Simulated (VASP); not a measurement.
# CaSe (F-43m) in VASP: elastic constants with PBEsol

Aim: the elastic constants of CaSe with PBEsol.

Everything below comes from runs of VASP 6.6.1. Logs are shortened: lines on timing, memory, paths and dates and some standing lists are left out, and cuts for length are marked.

## 1. The cell of the first run

Symmetry: F-43m, No. 216, cubic system. Conventional cell: a = 6.600 Å, b = 6.600 Å, c = 6.600 Å, α = 90.00°, β = 90.00°, γ = 90.00°. Ca (site symmetry -43m) has 4 Se at 2.86 Å within 3.8 Å. Within 3.8 Å of Se (site symmetry -43m) lie 4 Ca at 2.86 Å.

## 2. Elastic constants, PBEsol

Input file INCAR:

```
SYSTEM = CaSe
  PREC = Accurate
  ENCUT = 500
  EDIFF = 1E-8
  ISMEAR = 0
  SIGMA = 0.01
  LREAL = .False.
  LASPH = .True.
  NELM = 120
  ALGO = Normal
  ISIF = 3
  LWAVE = .False.
  LCHARG = .False.
  GGA = PS
  IBRION = 6
  NFREE = 2
  POTIM = 0.015
  NSW = 1
  GGA_COMPAT = .False.
```

Input file KPOINTS:

```
regular mesh
0
Gamma
  6 6 6
  0 0 0
```

Input file POSCAR:

```
CaSe
1.0
    0.0000000000      3.3000000000      3.3000000000
    3.3000000000      0.0000000000      3.3000000000
    3.3000000000      3.3000000000      0.0000000000
Ca Se
1 1
Direct
    0.0000000000      0.0000000000      0.0000000000
    0.2500000000      0.2500000000      0.2500000000
```

Potentials or basis: VASP PAW PBE potentials, release 64 (Ca_sv, Se).

The run is started by

```sh
$ cat potpaw_PBE.64/Ca_sv/POTCAR potpaw_PBE.64/Se/POTCAR > POTCAR
$ mpirun -np 1 vasp_std > vasp.out
```

OUTCAR:

```text
SYSTEM = CaSe
   PREC = Accurate
   ENCUT = 500
   EDIFF = 1E-8
   ISMEAR = 0
   LREAL = .False.
   LASPH = .True.
   NELM = 120
   ISIF = 3
   GGA = PS
   IBRION = 6
   NFREE = 2
   POTIM = 0.015
   NSW = 1

 ion  position               nearest neighbor table
   1  0.000  0.000  0.000-   2 2.86   2 2.86   2 2.86   2 2.86
   2  0.250  0.250  0.250-   1 2.86   1 2.86   1 2.86   1 2.86

  LATTYP: Found a face centered cubic cell.
 ALAT       =     6.6000000000

  Lattice vectors:

 A1 = (   0.0000000000,   3.3000000000,   3.3000000000)
 A2 = (   3.3000000000,   0.0000000000,   3.3000000000)
 A3 = (   3.3000000000,   3.3000000000,   0.0000000000)

Analysis of symmetry for initial positions (statically):
=====================================================================
 Subroutine PRICEL returns:
 Original cell was already a primitive cell.

 Routine SETGRP: Setting up the symmetry group for a
 face centered cubic supercell.

 Subroutine GETGRP returns: Found 24 space group operations
 (whereof 24 operations were pure point group operations)
 out of a pool of 48 trial point group operations.

The static configuration has the point symmetry T_d .

Analysis of symmetry for dynamics (positions and initial velocities):
=====================================================================
 Subroutine PRICEL returns:
 Original cell was already a primitive cell.

 Routine SETGRP: Setting up the symmetry group for a
 face centered cubic supercell.

 Subroutine GETGRP returns: Found 24 space group operations
 (whereof 24 operations were pure point group operations)
 out of a pool of 48 trial point group operations.

The dynamic configuration has the point symmetry T_d .

 Subroutine INISYM returns: Found 24 space group operations
 (whereof 24 operations are pure point group operations),
 and found     1 'primitive' translations

----------------------------------------------------------------------------------------

                                     Primitive cell

  volume of cell :      71.8740

  direct lattice vectors                    reciprocal lattice vectors
     0.000000000  3.300000000  3.300000000    -0.151515152  0.151515152  0.151515152
     3.300000000  0.000000000  3.300000000     0.151515152 -0.151515152  0.151515152
     3.300000000  3.300000000  0.000000000     0.151515152  0.151515152 -0.151515152

  length of vectors
     4.666904756  4.666904756  4.666904756     0.262431941  0.262431941  0.262431941

  position of ions in fractional coordinates (direct lattice)
     0.000000000  0.000000000  0.000000000
     0.250000000  0.250000000  0.250000000

  ion indices of the primitive-cell ions
   primitive index   ion index
                 1           1
                 2           2

----------------------------------------------------------------------------------------

 KPOINTS: regular mesh

Automatic generation of k-mesh.
 Grid dimensions read from file:
 generate k-points for:    6    6    6

 Generating k-lattice:

  Cartesian coordinates                     Fractional coordinates (reciprocal lattice)
[... 99 lines left out ...]
  free energy    TOTEN  =        -9.41561463 eV

  energy without entropy =       -9.41561463  energy(sigma->0) =       -9.41561463

------------------------ aborting loop because EDIFF is reached ----------------------------------------

  FORCE on cell =-STRESS in cart. coord.  units (eV):
  Direction    XX          YY          ZZ          XY          YZ          ZX
  --------------------------------------------------------------------------------------
  -------------------------------------------------------------------------------------
  Total       -0.5939788     -0.5939788     -0.5939788      0.0000000     -0.0000000     -0.0000000
  in kB      -13.2406624    -13.2406624    -13.2406624      0.0000000     -0.0000000     -0.0000000
  external PRESSURE =     -13.2406624 kB  Pullay stress =       0.0000000 kB
[... 89 lines left out ...]
  FREE ENERGIE OF THE ION-ELECTRON SYSTEM (eV)
  ---------------------------------------------------
  free  energy   TOTEN  =        -9.4228275367 eV

  energy  without entropy=       -9.4228275367  energy(sigma->0) =       -9.42282754

[... ionic steps 4 to 14 ...]

--------------------------------------- Ionic step       15  -------------------------------------------

 number of electron      16.0000000 magnetization

------------------------ aborting loop because EDIFF is reached ----------------------------------------
[... 67 lines left out ...]
--------------------------------------- Ionic step       17  -------------------------------------------

 number of electron      16.0000002 magnetization

 Free energy of the ion-electron system (eV)
  ---------------------------------------------------
  ext. energy  EPLUGINS =         0.00000000
  ---------------------------------------------------
  free energy    TOTEN  =        -9.41521164 eV

  energy without entropy =       -9.41521164  energy(sigma->0) =       -9.41521164

 E-fermi :  -0.3454     XC(G=0):  -7.7316

 val. band max:       -0.4768961298   @ k =  -0.5000  -0.1667  -0.1667
 cond. band min:       2.5188774447   @ k =   0.0000   0.0000   0.0000
 fundamental gap:      2.9957735745
 Fermi energy:        -0.3453543080

 k-point     1 :       0.0000    0.0000    0.0000
  band No.  band energies     occupation
      1     -39.4203      2.00000
      2     -20.5124      2.00000
      3     -20.5116      2.00000
      4     -20.5108      2.00000
      5     -10.8030      2.00000
      6      -0.5813      2.00000
      7      -0.5712      2.00000
      8      -0.5608      2.00000
      9       2.5189      0.00000
     10       4.8335      0.00000
     11       4.8338      0.00000
     12       6.7903      0.00000
[... 331 lines left out ...]
 k-point    24 :       0.0000    0.5000    0.1667
  band No.  band energies     occupation
      1     -39.4185      2.00000
      2     -20.5512      2.00000
      3     -20.5222      2.00000
      4     -20.5178      2.00000
      5     -10.5353      2.00000
      6      -1.5739      2.00000
      7      -0.7211      2.00000
      8      -0.5122      2.00000
      9       3.9966      0.00000
     10       4.6234      0.00000
     11       5.0142      0.00000
     12       5.8693      0.00000

 [... further k-points ...]
[... 5 lines left out ...]
  --------------------------------------------------------------------------------------
  -------------------------------------------------------------------------------------
  Total       -0.5939094     -0.5923704     -0.5923704      0.0000000      0.0711958      0.0000000
  in kB      -13.2391149    -13.2048086    -13.2048086      0.0000000      1.5870582      0.0000000
  external PRESSURE =     -13.2162440 kB  Pullay stress =       0.0000000 kB
[... 17 lines left out ...]
  FREE ENERGIE OF THE ION-ELECTRON SYSTEM (eV)
  ---------------------------------------------------
  free  energy   TOTEN  =        -9.4152116415 eV

  energy  without entropy=       -9.4152116415  energy(sigma->0) =       -9.41521164

 INTERNAL STRAIN TENSORS FROM STRAINED CELLS
 ============================================

 INTERNAL STRAIN TENSOR FOR ION    1 for displacements in x,y,z  (eV/Angst):
          X           Y           Z          XY          YZ          ZX
  --------------------------------------------------------------------------------
  x    -0.00000     0.00000    -0.00000     0.00000     4.75082     0.00000
  y    -0.00000    -0.00000    -0.00000    -0.00000     0.00000     4.75025
  z    -0.00000    -0.00000    -0.00000     4.75045    -0.00000    -0.00000

 INTERNAL STRAIN TENSORS FROM DISPLACED ATOMS
 ============================================

 INTERNAL STRAIN TENSOR FOR ION    1 for displacements in x,y,z  (eV/Angst):
          X           Y           Z          XY          YZ          ZX
  --------------------------------------------------------------------------------
  x     0.00000     0.00000     0.00000     0.00000     4.75166     0.00000
  y    -0.00000     0.00000    -0.00000     0.00000     0.00000     4.75166
  z     0.00000     0.00000     0.00000     4.75166     0.00000     0.00000

 INTERNAL STRAIN TENSOR FOR ION    2 for displacements in x,y,z  (eV/Angst):
          X           Y           Z          XY          YZ          ZX
  --------------------------------------------------------------------------------
  x     0.00000    -0.00000    -0.00000     0.00000    -4.74577     0.00000
  y    -0.00000     0.00000    -0.00000     0.00000     0.00000    -4.74577
  z    -0.00000    -0.00000     0.00000    -4.74577     0.00000     0.00000

 Eigenvectors and eigenvalues of the dynamical matrix
 ----------------------------------------------------

   1 f  =    5.741932 THz    36.077624 2PiTHz  191.530239 cm-1    23.746712 meV
             X         Y         Z           dx          dy          dz
      0.000000  0.000000  0.000000     0.814649   -0.000000    0.000000
      1.650000  1.650000  1.650000    -0.579955    0.000000    0.000000
[... 21 lines left out ...]
   6 f/i=    0.002034 THz     0.012783 2PiTHz    0.067862 cm-1     0.008414 meV
             X         Y         Z           dx          dy          dz
      0.000000  0.000000  0.000000     0.567130   -0.120709   -0.011875
      1.650000  1.650000  1.650000     0.796633   -0.169557   -0.016681

--------------------------------------------------------------------------------------------------------

 ELASTIC MODULI CONTR FROM IONIC RELAXATION (kBar)
 Direction    XX          YY          ZZ          XY          YZ          ZX
 --------------------------------------------------------------------------------
 XX          -0.0000     -0.0000     -0.0000     -0.0000      0.0000     -0.0000
 YY          -0.0000     -0.0000     -0.0000     -0.0000     -0.0000      0.0000
 ZZ          -0.0000     -0.0000     -0.0000      0.0000     -0.0000     -0.0000
 XY          -0.0000     -0.0000      0.0000   -140.2022      0.0000      0.0000
 YZ           0.0000     -0.0000     -0.0000      0.0000   -140.2022      0.0000
 ZX          -0.0000      0.0000     -0.0000      0.0000      0.0000   -140.2022
 --------------------------------------------------------------------------------

 TOTAL ELASTIC MODULI (kBar)
 Direction    XX          YY          ZZ          XY          YZ          ZX
 --------------------------------------------------------------------------------
 XX         349.3241    287.0510    287.0510     -0.0000      0.0000     -0.0000
 YY         287.0510    349.3241    287.0510     -0.0000     -0.0000     -0.0000
 ZZ         287.0510    287.0510    349.3241      0.0000     -0.0000     -0.0000
 XY          -0.0000     -0.0000      0.0000    103.4387      0.0000     -0.0000
 YZ           0.0000     -0.0000     -0.0000      0.0000    103.4387     -0.0000
 ZX          -0.0000     -0.0000     -0.0000     -0.0000     -0.0000    103.4387
 --------------------------------------------------------------------------------
```

Wall time 13 min (1 thread of Intel Xeon Platinum 8259CL at 2.50GHz (Skylake/Cascade Lake), shared host); peak memory 0.28 GiB.

What came out:

```
Elastic constants C11, C12, C44                         : 35, 29, 10 GPa
Voigt bulk modulus                                      : 31 GPa
Highest phonon frequency at Γ, LO-TO splitting left out : 192 cm⁻¹
```

Phonon frequencies in cm⁻¹ (negative: imaginary):
```csv
q point,frequencies
"(0.000, 0.000, 0.000)",0 0 0 192 192 192
```

Elastic tensor in Voigt notation (GPa, in the Cartesian axes of the cell as first typed):
```
35 29 29  0  0  0
29 35 29  0  0  0
29 29 35  0  0  0
 0  0  0 10  0  0
 0  0  0  0 10  0
 0  0  0  0  0 10
```

Clamped-ion elastic tensor (GPa):
```
35 29 29  0  0  0
29 35 29  0  0  0
29 29 35  0  0  0
 0  0  0 24  0  0
 0  0  0  0 24  0
 0  0  0  0  0 24
```

Caveat: the cell is under stress, which shifts elastic constants; the PAW data sets were made with another functional, which shifts forces and pressure a little.
